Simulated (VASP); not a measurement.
Wanted: the native input for a VASP 6.6.1 run.

| Quantity | Value |
| --- | --- |
| Task | single point |
| Functional | r2SCAN |
| Potentials or basis | VASP PAW PBE potentials, release 64 (Mo_sv, S) |
| Cutoff | 550 eV |
| k mesh | 12 × 12 × 2 |
| Occupations | fermi-dirac, width 0.3 eV |
| Spin | no spin polarisation |
| Dipole correction | no |
| Further INCAR settings | ALGO = Normal; EDIFF = 1e-06; NBANDS = 20 |

System: MoS2, a slab with vacuum.

```
Mo S
1.0
     3.16821    0.00000    0.00000
    -1.58410    2.74375    0.00000
     0.00000    0.00000   17.50925
Mo S
1 2
Direct
  0.00000 0.00000 0.00000
  0.33333 0.66667 0.08949
  0.33333 0.66667 0.91051
```

One way to write it, as run:

POSCAR

```
MoS2
1.0
    3.1682053700      0.0000000000      0.0000000000
   -1.5841026850      2.7437463300      0.0000000000
    0.0000000000      0.0000000000     17.5092548168
Mo S
1 2
Direct
    0.0000000000      0.0000000000      0.0000000000
    0.3333333333      0.6666666667      0.0894930000
    0.3333333333      0.6666666667      0.9105070000
```

INCAR.step1

```
PREC = Accurate ; ENCUT = 550
ISMEAR = -1 ; SIGMA = 0.3
LREAL = False ; LASPH = True
NELM = 120 ; NBANDS = 20
GGA = PE ; ALGO = Normal
EDIFF = 1E-5 ; LWAVE = True
LCHARG = False ; GGA_COMPAT = False
```

INCAR.step2

```
PREC = Accurate ; ENCUT = 550
EDIFF = 1E-6 ; ISMEAR = -1
SIGMA = 0.3 ; LREAL = False
LASPH = True ; NELM = 120
ALGO = Normal ; ISIF = 2
LWAVE = False ; LCHARG = False
METAGGA = R2SCAN ; LMIXTAU = True
NBANDS = 20 ; ISTART = 1
GGA_COMPAT = False
```

KPOINTS

```
regular mesh
0
Gamma
  12 12 2
```

Potentials or basis: VASP PAW PBE potentials, release 64 (Mo_sv, S).

Command:

```bash
$ cat potpaw_PBE.64/Mo_sv/POTCAR potpaw_PBE.64/S/POTCAR > POTCAR
$ cp INCAR.step1 INCAR
$ mpirun -np 1 vasp_std > vasp.out
$ cp INCAR.step2 INCAR
$ mpirun -np 1 vasp_std > vasp.out
```

It gave:

```json
{
  "Largest force": "0.171 eV/Å",
  "Band gap on the k mesh": "1.85 eV"
}
```

Caveat: so wide a smearing shifts energies and pressures; there is no dipole correction, which matters where the two faces differ; the PAW data sets were made with another functional, which shifts forces and pressure a little.

Run time: 20 min on 1 thread of Oxide Virtual Turin-like Processor, with other jobs on the host, peak memory 0.34 GiB.
